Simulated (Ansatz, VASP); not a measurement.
**K3Hf2Au3: VASP beside Ansatz**

```xyz
8
Lattice="6.0111 0.0000 0.0000 -3.0055 5.2057 0.0000 -3.0055 1.7352 6.9570" Properties=species:S:1:pos:R:3 pbc="T T T"
K     0.0000    3.4705    3.4785
K    -3.0055    5.2057    1.6843
K     3.0055    1.7352    5.2727
Au    3.0055    0.0000    0.0000
Au   -1.5028    2.6029    0.0000
Au    1.5028    2.6029    0.0000
Hf   -3.0055    5.2057    5.0570
Hf    3.0055    1.7352    1.9000
```

Alike in both runs: task single point; functional PBE; k mesh 5 × 5 × 5; no spin polarisation.

|  | VASP | Ansatz |
| --- | --- | --- |
| version | VASP 6.6.1 | Ansatz 0.2.0 |
| potentials or method | VASP PAW PBE potentials, release 64 (K_sv, Au, Hf_pv), cutoff 520 eV | PAW plane waves |
| occupations | methfessel-paxton of order 1, width 0.0812 eV | cold, width 0.0812 eV |
| valence electrons in the cell | 80 | 136 |

Ansatz gave:

* pressure (GPa): 7.3
* rms of the force components (eV/Å): 0.629

**Question.** Which values does VASP return?

**Answer.** Pressure (GPa): 7.0; rms of the force components (eV/Å): 0.583.

VASP's potentials hold 80 valence electrons a cell and Ansatz's 136, so a difference there can come from the potentials and not from the codes. Ansatz's warnings: structure snapped to symmetry.

Neither program's run includes spin-orbit coupling.
